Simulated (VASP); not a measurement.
# HfN in VASP: a series of runs

Runs on HfN. Level: PBE. Tasks: single point.

All numbers are computed with VASP 6.6.1; they aren't measurements. Logs are shortened: lines on timing, memory, paths and dates and some standing lists are left out, and cuts for length are marked.

### 1 The cell of the first run

Symmetry: P4/nmm, No. 129, tetragonal system. Conventional cell: a = 3.857 Å, b = 3.857 Å, c = 4.818 Å, α = 90.00°, β = 90.00°, γ = 90.00°. Hf (site symmetry 4mm) has 4 N at 2.11 Å within 2.8 Å. Within 2.8 Å of N (site symmetry -4m2) lie 4 Hf at 2.11 Å and 4 N at 2.73 Å.

### 2 Single point, PBE

Contents of INCAR:

```
SYSTEM = HfN
PREC = Accurate
ENCUT = 520
EDIFF = 1E-6
ISMEAR = 0
SIGMA = 0.05
LREAL = .False.
LASPH = .True.
NELM = 80
ALGO = Normal
ISIF = 2
LWAVE = .False.
LCHARG = .True.
GGA = PE
LELF = .True.
LVHAR = .True.
NBANDS = 23
```

Contents of KPOINTS:

```
Automatic mesh
0
Gamma
  10 10 8
  0 0 0
```

Contents of POSCAR:

```
HfN
1.0
    3.8567057347      0.0000000000      0.0000000000
    0.0000000000      3.8567057347      0.0000000000
    0.0000000000      0.0000000000      4.8184718836
Hf N
2 2
Direct
    0.5000000000      0.0000000000      0.1768716561
    0.0000000000      0.5000000000      0.8231283439
    0.0000000000      0.0000000000      0.0000000000
    0.5000000000      0.5000000000      0.0000000000
```

Potentials or basis: VASP PAW PBE potentials, release 64 (Hf_pv, N).

Started as:

```bash
> cat potpaw_PBE.64/Hf_pv/POTCAR potpaw_PBE.64/N/POTCAR > POTCAR
> mpirun -np 1 vasp_std > vasp.out
```

OUTCAR:

```text
SYSTEM = HfN
   PREC = Accurate
   ENCUT = 520
   EDIFF = 1E-6
   ISMEAR = 0
   LREAL = .False.
   LASPH = .True.
   NELM = 80
   ISIF = 2
   GGA = PE

 ion  position               nearest neighbor table
   1  0.500  0.000  0.177-   3 2.11   4 2.11   4 2.11   3 2.11   2 3.22   2 3.22   2 3.22   2 3.22

   2  0.000  0.500  0.823-   3 2.11   4 2.11   3 2.11   4 2.11   1 3.22   1 3.22   1 3.22   1 3.22

   3  0.000  0.000  0.000-   1 2.11   2 2.11   2 2.11   1 2.11
   4  0.500  0.500  0.000-   1 2.11   2 2.11   1 2.11   2 2.11

  LATTYP: Found a simple tetragonal cell.
 ALAT       =     3.8567057347
 C/A-ratio  =     1.2493750405

  Lattice vectors:

 A1 = (   3.8567057347,   0.0000000000,   0.0000000000)
 A2 = (   0.0000000000,   3.8567057347,   0.0000000000)
 A3 = (   0.0000000000,   0.0000000000,   4.8184718836)

Analysis of symmetry for initial positions (statically):
=====================================================================
 Subroutine PRICEL returns:
 Original cell was already a primitive cell.

 Routine SETGRP: Setting up the symmetry group for a
 simple tetragonal supercell.

 Subroutine GETGRP returns: Found 16 space group operations
 (whereof  8 operations were pure point group operations)
 out of a pool of 16 trial point group operations.

The static configuration has the point symmetry D_2d.
 The point group associated with its full space group is D_4h.

Analysis of symmetry for dynamics (positions and initial velocities):
=====================================================================
 Subroutine PRICEL returns:
 Original cell was already a primitive cell.

 Routine SETGRP: Setting up the symmetry group for a
 simple tetragonal supercell.

 Subroutine GETGRP returns: Found 16 space group operations
 (whereof  8 operations were pure point group operations)
 out of a pool of 16 trial point group operations.

The dynamic configuration has the point symmetry D_2d.
 The point group associated with its full space group is D_4h.

 Subroutine INISYM returns: Found 16 space group operations
 (whereof  8 operations are pure point group operations),
 and found     1 'primitive' translations

----------------------------------------------------------------------------------------

                                     Primitive cell

  volume of cell :      71.6708

  direct lattice vectors                    reciprocal lattice vectors
     3.856705735  0.000000000  0.000000000     0.259288644  0.000000000  0.000000000
     0.000000000  3.856705735  0.000000000     0.000000000  0.259288644  0.000000000
     0.000000000  0.000000000  4.818471884     0.000000000  0.000000000  0.207534676

  length of vectors
     3.856705735  3.856705735  4.818471884     0.259288644  0.259288644  0.207534676

  position of ions in fractional coordinates (direct lattice)
     0.500000000  0.000000000  0.176871656
     0.000000000  0.500000000  0.823128344
     0.000000000  0.000000000  0.000000000
     0.500000000  0.500000000  0.000000000

  ion indices of the primitive-cell ions
   primitive index   ion index
                 1           1
                 2           2
                 3           3
                 4           4

----------------------------------------------------------------------------------------

 KPOINTS: Automatic mesh

Automatic generation of k-mesh.
 Grid dimensions read from file:
 generate k-points for:   10   10    8

 Generating k-lattice:

  Cartesian coordinates                     Fractional coordinates (reciprocal lattice)
     0.025928864  0.000000000  0.000000000     0.100000000  0.000000000  0.000000000
     0.000000000  0.025928864  0.000000000     0.000000000  0.100000000  0.000000000
     0.000000000  0.000000000  0.025941834     0.000000000  0.000000000  0.125000000

  Length of vectors
     0.025928864  0.025928864  0.025941834

  Shift w.r.t. Gamma in fractional coordinates (k-lattice)
     0.000000000  0.000000000  0.000000000

 Subroutine IBZKPT returns following result:
 ===========================================

 Found    105 irreducible k-points:

 Following reciprocal coordinates:
            Coordinates               Weight
  0.000000  0.000000  0.000000      1.000000
  0.100000  0.000000  0.000000      4.000000
  0.200000  0.000000  0.000000      4.000000
  0.300000  0.000000  0.000000      4.000000
  0.400000  0.000000  0.000000      4.000000
  0.500000  0.000000  0.000000      2.000000
[... 16 lines left out ...]
  0.100000  0.000000  0.125000      8.000000
  0.200000  0.000000  0.125000      8.000000
 [... further k-points ...]
   k-points           NKPTS =    105   k-points in BZ     NKDIM =    105   number of bands    NBANDS=     23
   number of dos      NEDOS =    301   number of ions     NIONS =      4
   total plane-waves  NPLWV =  32400
   dimension x,y,z NGX =    30 NGY =   30 NGZ =   36
   dimension x,y,z NGXF=    60 NGYF=   60 NGZF=   72
   ions per type =               2   2
   NGX,Y,Z   is equivalent  to a cutoff of  12.93, 12.93, 12.42 a.u.
   NGXF,Y,Z  is equivalent  to a cutoff of  25.86, 25.86, 24.84 a.u.
 SYSTEM =  HfN
   PREC   = accura    normal or accurate (medium, high low for compatibility)
   ISTART =      0    job   : 0-new  1-cont  2-samecut
   ICHARG =      2    charge: 1-file 2-atom 10-const
   ISPIN  =      1    spin polarized calculation?
   LNONCOLLINEAR =      F non collinear calculations
   LSORBIT =      F    spin-orbit coupling
   LASPH  =      T    aspherical Exc in radial PAW
   ENCUT  =  520.0 eV  38.22 Ry    6.18 a.u.   7.17  7.17  8.96*2*pi/ulx,y,z
   NELM   =     80;   NELMIN=  2; NELMDL= -5     # of ELM steps
   EDIFF  = 0.1E-05   stopping-criterion for ELM
   LREAL  =      F    real-space projection
[... 7 lines left out ...]
   TEBEG  =    0.0;   TEEND  =   0.0 temperature during run
   PSTRESS=    0.0 pullay stress
   NELECT =      30.0000    total number of electrons
   NUPDOWN=      -1.0000    fix difference up-down
   EMIN   =  10.00;   EMAX   =-10.00  energy-range for DOS
   EFERMI =   0.00;   METHOD = LEGACY
   ISMEAR =     0;   SIGMA  =   0.05  broadening in eV -4-tet -1-fermi 0-gaus
   EFERMI_NEDOS =   21; number of points for ismear=-14 and -15
   IALGO  =     38    algorithm
   IMIX   =      4    mixing-type and parameters
     AMIX     =   0.40;   BMIX     =  1.00
     AMIX_MAG =   1.60;   BMIX_MAG =  1.00
  volume/ion in A,a.u.               =      17.92       120.91
  Fermi-wavevector in a.u.,A,eV,Ry     =   1.224619  2.314195 20.404558  1.499693
  Thomas-Fermi vector in A             =   2.359687
   LORBIT       =      0    0 simple, 1 ext, 2 COOP (PROOUT), +10 PAW based schemes
   GGA     = PE    functional components
   LHFCALC =     F    Hartree Fock is set to
   AEXX    =    0.0000 exact exchange contribution
   IVDW    =     0    specifies the selected vdW correction
   LEPSILON=     F    determine dielectric tensor
   LRPA    =     F    only Hartree local field effects (RPA)
 non-spin polarized calculation
 Gauss-broadening in eV      SIGMA  =   0.05
  energy-cutoff  :      520.00
  volume of cell :       71.67
 maximum number of plane-waves:      1964
 NGX is ok and might be reduce to    30
   NGX = 15   NGY = 15   NGZ = 17

 number of electron      30.0000003 magnetization

 Free energy of the ion-electron system (eV)
  ---------------------------------------------------
  ext. energy  EPLUGINS =         0.00000000
  ---------------------------------------------------
  free energy    TOTEN  =       -41.23419447 eV

  energy without entropy =      -41.23227943  energy(sigma->0) =      -41.23323695

 E-fermi :   3.9432     XC(G=0): -10.1465

 val. band max:        3.9238214782   @ k =   0.5000   0.1000   0.3750
 cond. band min:       3.9511303506   @ k =   0.3000   0.3000   0.5000
 fundamental gap:      0.0273088725
 Fermi energy:         3.9432023640

 k-point     1 :       0.0000    0.0000    0.0000
  band No.  band energies     occupation
      1     -27.6244      2.00000
      2     -27.5253      2.00000
      3     -27.5253      2.00000
      4     -27.3574      2.00000
      5     -27.2512      2.00000
      6     -27.2512      2.00000
[... 15 lines left out ...]
     22       8.8808      0.00000
     23       9.4259      0.00000

 k-point     2 :       0.1000    0.0000    0.0000
  band No.  band energies     occupation
      1     -27.6271      2.00000
      2     -27.5431      2.00000
      3     -27.5181      2.00000
      4     -27.3498      2.00000
      5     -27.2593      2.00000
      6     -27.2574      2.00000
[... 15 lines left out ...]
     22       9.0094      0.00000
     23       9.1467      0.00000

 k-point     3 :       0.2000    0.0000    0.0000
  band No.  band energies     occupation
      1     -27.6359      2.00000
      2     -27.5834      2.00000
      3     -27.4974      2.00000
      4     -27.3359      2.00000
      5     -27.2788      2.00000
      6     -27.2755      2.00000
[... 15 lines left out ...]
     22       8.8082      0.00000
     23       9.4113      0.00000

 k-point     4 :       0.3000    0.0000    0.0000
  band No.  band energies     occupation
      1     -27.6503      2.00000
      2     -27.6262      2.00000
      3     -27.4655      2.00000
      4     -27.3255      2.00000
      5     -27.3042      2.00000
      6     -27.2988      2.00000
[... 15 lines left out ...]
     22       9.2049      0.00000
     23       9.4081      0.00000

 k-point     5 :       0.4000    0.0000    0.0000
  band No.  band energies     occupation
      1     -27.6649      2.00000
      2     -27.6573      2.00000
      3     -27.4260      2.00000
      4     -27.3412      2.00000
      5     -27.3203      2.00000
      6     -27.3118      2.00000
[... 434 lines left out ...]
 k-point    22 :       0.0000    0.0000    0.1250
  band No.  band energies     occupation
      1     -27.6221      2.00000
      2     -27.5245      2.00000
      3     -27.5245      2.00000
      4     -27.3609      2.00000
      5     -27.2521      2.00000
      6     -27.2521      2.00000
[... 15 lines left out ...]
     22       9.0494      0.00000
     23       9.4861      0.00000

 k-point    23 :       0.1000    0.0000    0.1250
  band No.  band energies     occupation
      1     -27.6254      2.00000
      2     -27.5427      2.00000
      3     -27.5173      2.00000
      4     -27.3526      2.00000
      5     -27.2597      2.00000
      6     -27.2582      2.00000
[... 15 lines left out ...]
     22       9.0771      0.00000
     23       9.3123      0.00000

 k-point    24 :       0.2000    0.0000    0.1250
  band No.  band energies     occupation
      1     -27.6356      2.00000
      2     -27.5838      2.00000
      3     -27.4967      2.00000
      4     -27.3376      2.00000
      5     -27.2778      2.00000
      6     -27.2762      2.00000
[... 15 lines left out ...]
     22       8.6997      0.00000
     23       9.4755      0.00000

 [... further k-points ...]
[... 5 lines left out ...]
  --------------------------------------------------------------------------------------
  -------------------------------------------------------------------------------------
  Total       -0.7052224     -0.7052224     -0.3325489      0.0000000      0.0000000      0.0000000
  in kB      -15.7650130    -15.7650130     -7.4340201      0.0000000      0.0000000      0.0000000
  external PRESSURE =     -12.9880154 kB  Pullay stress =       0.0000000 kB

 VOLUME and BASIS-vectors are now :
 -----------------------------------------------------------------------------
  energy-cutoff  :      520.00
  volume of cell :       71.67
      direct lattice vectors                 reciprocal lattice vectors
     3.856705735  0.000000000  0.000000000     0.259288644  0.000000000  0.000000000
     0.000000000  3.856705735  0.000000000     0.000000000  0.259288644  0.000000000
     0.000000000  0.000000000  4.818471884     0.000000000  0.000000000  0.207534676

 POSITION                                       TOTAL-FORCE (eV/Angst)
 -----------------------------------------------------------------------------------
      1.92835      0.00000      0.85225         0.000000      0.000000     -0.182706
      0.00000      1.92835      3.96622         0.000000     -0.000000      0.182706
      0.00000      0.00000      0.00000         0.000000      0.000000      0.000000
      1.92835      1.92835      0.00000        -0.000000     -0.000000      0.000000
 -----------------------------------------------------------------------------------
    total drift:                                0.000000      0.000000     -0.000000

  FREE ENERGIE OF THE ION-ELECTRON SYSTEM (eV)
  ---------------------------------------------------
  free  energy   TOTEN  =       -41.2341944709 eV

  energy  without entropy=      -41.2322794269  energy(sigma->0) =      -41.23323695
```

Run time: 2.6 min. Hardware: 1 thread of Intel Xeon 6975P-C (Granite Rapids), shared host; peak memory 0.28 GiB.

What came out:

```
Free energy            : -41.2342 eV
Pressure               : -1.3 GPa
Largest force          : 0.183 eV/Å
Band gap on the k mesh : zero (bands 15 and 16 overlap by 2.22 eV)
```

Forces in eV/Å, atoms in the order of the input:
```
Hf   0.000  0.000 -0.183
Hf   0.000  0.000  0.183
N    0.000  0.000  0.000
N    0.000  0.000  0.000
```

Stress tensor (GPa, compression positive):
```
-1.58  0.00  0.00
 0.00 -1.58  0.00
 0.00  0.00 -0.74
```

Caveat: spin-orbit coupling is left out, which moves the levels of the heavy elements.

(Part 1 of 2 ends here.)

The gap in the log of VASP goes by the Fermi energy; the results here count the filled bands.